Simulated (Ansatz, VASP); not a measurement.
# Two plane-wave programs on NaF

Contents of POSCAR:

```
NaF
1.0
    0.0000000000      2.2972417802      2.2972417802
    2.2972417802      0.0000000000      2.2972417802
    2.2972417802      2.2972417802      0.0000000000
Na F
1 1
Direct
    0.0000000000      0.0000000000      0.0000000000
    0.5000000000      0.5000000000      0.5000000000
```

The input INCAR.step1:

```
SYSTEM = NaF
PREC = Accurate
ENCUT = 520
EDIFF = 1E-5
ISMEAR = 0
SIGMA = 0.01
LREAL = .FALSE.
LASPH = .TRUE.
NELM = 80
ALGO = Normal
ISIF = 2
LWAVE = .TRUE.
GGA = PE
NBANDS = 14
```

The input INCAR.step2:

```
SYSTEM = NaF
PREC = Accurate
ENCUT = 520
EDIFF = 1E-6
ISMEAR = 0
SIGMA = 0.01
LREAL = .FALSE.
LASPH = .TRUE.
NELM = 80
ALGO = Normal
ISIF = 2
LWAVE = .FALSE.
LCHARG = .TRUE.
GGA = PE
LHFCALC = .TRUE.
HFSCREEN = 0.2079
PRECFOCK = Normal
LELF = .TRUE.
LVHAR = .TRUE.
ISTART = 1
NBANDS = 14
```

KPOINTS

```
regular mesh
0
G
  4 4 4
  0 0 0
```

Input for Ansatz:

```yaml
crystal:
  lattice:
    - [0.0, 2.2972417802, 2.2972417802]
    - [2.2972417802, 0.0, 2.2972417802]
    - [2.2972417802, 2.2972417802, 0.0]
  atoms:
    - { symbol: Na, position: [0.0, 0.0, 0.0] }
    - { symbol: F, position: [0.5, 0.5, 0.5] }
kpoints:
  mp_grid: { grid: [4, 4, 4] }
hamiltonian:
  xc: hse06
scf:
  occupations: { method: fixed }
  n_extra_bands: 4
output:
  forces: true
  stress: true
  eigenvalues: true
```

Alike in both runs: task single point; functional HSE06; k mesh 4 × 4 × 4; no spin polarisation.

|  | VASP | Ansatz |
| --- | --- | --- |
| version | VASP 6.6.1 | Ansatz 0.2.0 |
| potentials or method | VASP PAW PBE potentials, release 64 (Na_pv, F) | plane waves, PAW |
| plane-wave cutoff (eV) | 520 | 420 |
| occupations | gaussian, width 0.01 eV | fixed |
| valence electrons in the cell | 14 | 16 |

```csv
,VASP,Ansatz,Ansatz less VASP
gap on the k mesh at the Fermi level (eV),8.61,8.64,+0.030
pressure (GPa),1.6,1.5,-0.12
```

VASP's potentials hold 14 valence electrons a cell and Ansatz's 16, so a difference there can come from the potentials and not from the codes. Ansatz's warnings: stress exchange threshold loose, stress scf threshold loose.

The k mesh is coarse, so the values compare programs but aren't converged.
